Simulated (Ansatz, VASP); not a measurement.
**One calculation of HfSiO4, two programs**

Contents of INCAR:

```
SYSTEM = HfSiO4
ALGO     = Normal         ! electronic algorithm
EDIFF    = 1E-6           ! SCF threshold, eV
EDIFFG   = -0.04          ! ionic threshold
ENCUT    = 600            ! plane-wave cutoff, eV
GGA      = PE             ! functional
IBRION   = 2              ! ionic algorithm
ISIF     = 3              ! what is computed and relaxed
ISMEAR   = 0              ! smearing method
LASPH    = .True.         ! aspherical terms in the spheres
LCHARG   = .False.        ! write CHGCAR
LREAL    = .False.        ! projectors in reciprocal space
LWAVE    = .False.        ! write WAVECAR
NELM     = 80             ! most SCF steps
NSW      = 90             ! ionic steps
PREC     = Accurate       ! precision mode
SIGMA    = 0.1            ! smearing width, eV
```

Contents of KPOINTS:

```
k-points
0
Gamma
  4 4 4
  0 0 0
```

The input POSCAR:

```
HfSiO4
1.0
    0.0000000000      3.5654508900      4.2333455700
    2.6620012400      0.0000000000      4.2333455700
    2.6620012400      3.5654508900      0.0000000000
Hf Si O
1 1 4
Direct
    0.2500000000      0.2500000000      0.2500000000
    0.5000000000      0.5000000000      0.5000000000
    0.2471317500      0.7528682500      0.7528682500
    0.7528682500      0.2471317500      0.2471317500
    0.2097863200      0.2097863200      0.7902136800
    0.7902136800      0.7902136800      0.2097863200
```

Input for Ansatz:

```yaml
crystal:
  lattice:
    - [0.0, 3.56545089, 4.23334557]
    - [2.66200124, 0.0, 4.23334557]
    - [2.66200124, 3.56545089, 0.0]
  atoms:
    - { symbol: Hf, position: [0.25, 0.25, 0.25] }
    - { symbol: Si, position: [0.5, 0.5, 0.5] }
    - { symbol: O, position: [0.24713175, 0.75286825, 0.75286825] }
    - { symbol: O, position: [0.75286825, 0.24713175, 0.24713175] }
    - { symbol: O, position: [0.20978632, 0.20978632, 0.79021368] }
    - { symbol: O, position: [0.79021368, 0.79021368, 0.20978632] }
basis:
  ecutwfc: 420
kpoints:
  mp_grid: { grid: [4, 4, 4] }
hamiltonian:
  xc: pbe
scf:
  occupations: { method: gaussian, width: 0.1 }
  lower_state_search: "off"
output:
  forces: true
  stress: true
  eigenvalues: true
relax:
  adjacent_minimum: "off"
  f_tol: 0.04
  max_steps: 70
  cell: { stress_tol: 0.4 }
```

Alike in both runs: task relaxation of cell and atoms; functional PBE; k mesh 4 × 4 × 4; occupations gaussian, width 0.1 eV; no spin polarisation.

|  | VASP | Ansatz |
| --- | --- | --- |
| version | VASP 6.6.1 | Ansatz 0.2.0 |
| potentials or method | VASP PAW PBE potentials, release 64 (Hf_pv, Si, O), cutoff 600 eV | scalar-relativistic, plane waves, PAW |
| valence electrons in the cell | 38 | 54 |

```csv
,VASP,Ansatz,Ansatz less VASP
"gap on the k mesh at the Fermi level, each at its own relaxed structure (eV)",1.19,1.06,-0.133
relaxed volume (Å³/atom),11.55,11.67,+0.111
relaxed cell length with the largest relative difference (Å),4.148,4.269,+0.1206
```

VASP's potentials hold 38 valence electrons a cell and Ansatz's 54, so a difference there can come from the potentials and not from the codes.

Neither program's run includes spin-orbit coupling.
